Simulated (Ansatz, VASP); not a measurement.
## NbAs: VASP beside Ansatz

POSCAR

```
NbAs
1.0
   -1.6906186857      1.6906186857      5.7207828749
    1.6906186857     -1.6906186857      5.7207828749
    1.6906186857      1.6906186857     -5.7207828749
Nb As
2 2
Direct
    0.5000000000      0.0000000000      0.5000000000
    0.7500000000      0.7500000000      0.0000000000
    0.9160000000      0.4160000000      0.5000000000
    0.1660000000      0.1660000000      0.0000000000
```

File INCAR.step1:

```
PREC     = Accurate       # precision mode
ENCUT    = 520            # plane-wave cutoff, eV
ISMEAR   = -1             # smearing method
SIGMA    = 0.05           # smearing width, eV
LREAL    = False          # projectors in reciprocal space
LASPH    = True           # aspherical terms in the spheres
NELM     = 60             # most SCF steps
NBANDS   = 26             # bands
GGA      = PE             # functional
ALGO     = Normal         # electronic algorithm
EDIFF    = 1E-4           # SCF threshold, eV
LWAVE    = True           # write WAVECAR
LCHARG   = False          # write CHGCAR
```

The input INCAR.step2:

```
PREC     = Accurate       # precision mode
ENCUT    = 520            # plane-wave cutoff, eV
EDIFF    = 1E-6           # SCF threshold, eV
ISMEAR   = -1             # smearing method
SIGMA    = 0.05           # smearing width, eV
LREAL    = False          # projectors in reciprocal space
LASPH    = True           # aspherical terms in the spheres
NELM     = 60             # most SCF steps
ALGO     = Normal         # electronic algorithm
ISIF     = 2              # what is computed and relaxed
LWAVE    = False          # write WAVECAR
LCHARG   = True           # write CHGCAR
METAGGA  = R2SCAN         # meta-GGA
LMIXTAU  = True         
LELF     = True           # ELF
LVHAR    = True         
NBANDS   = 26             # bands
ISTART   = 1
```

Contents of KPOINTS:

```
regular mesh
0
Gamma
  11 11 11
```

The input input.yaml:

```yaml
crystal:
  lattice:
    - [-1.6906186857, 1.6906186857, 5.7207828749]
    - [1.6906186857, -1.6906186857, 5.7207828749]
    - [1.6906186857, 1.6906186857, -5.7207828749]
  atoms:
    - { symbol: Nb, position: [0.5, 0.0, 0.5] }
    - { symbol: Nb, position: [0.75, 0.75, 0.0] }
    - { symbol: As, position: [0.916, 0.416, 0.5] }
    - { symbol: As, position: [0.166, 0.166, 0.0] }
hamiltonian:
  xc: r2scan
  pseudopotentials: { kind: paw }
kpoints:
  mp_grid: { grid: [11, 11, 11] }
scf:
  occupations: { method: fermi_dirac, width: 0.05 }
output:
  forces: true
  stress: true
  eigenvalues: true
```

Alike in both runs: task single point; functional r2SCAN; k mesh 11 × 11 × 11; occupations fermi-dirac, width 0.05 eV; no spin polarisation.

```csv
,VASP,Ansatz
version,VASP 6.6.1,Ansatz 0.2.0
potentials or method,"VASP PAW PBE potentials, release 64 (Nb_sv, As)",Ansatz PAW
plane-wave cutoff (eV),520,500
valence electrons in the cell,36,56
```

|  | VASP | Ansatz | Ansatz less VASP |
| --- | --- | --- | --- |
| gap on the k mesh at the Fermi level (eV) | none | none | - |
| pressure (GPa) | 14.7 | 14.8 | +0.07 |
| traceless stress, the component that is largest in VASP (GPa) | 0.15 | 0.18 | +0.035 |
| rms of the force components (eV/Å) | 0.211 | 0.211 | +0.0001 |

VASP's potentials were made for PBE, not for r2SCAN. Atom by atom the forces differ by 0.000 eV/Å (rms over components). A gap of «none» marks a metal or a gap that the smearing closes. VASP's potentials hold 36 valence electrons a cell and Ansatz's 56, so a difference there can come from the potentials and not from the codes.
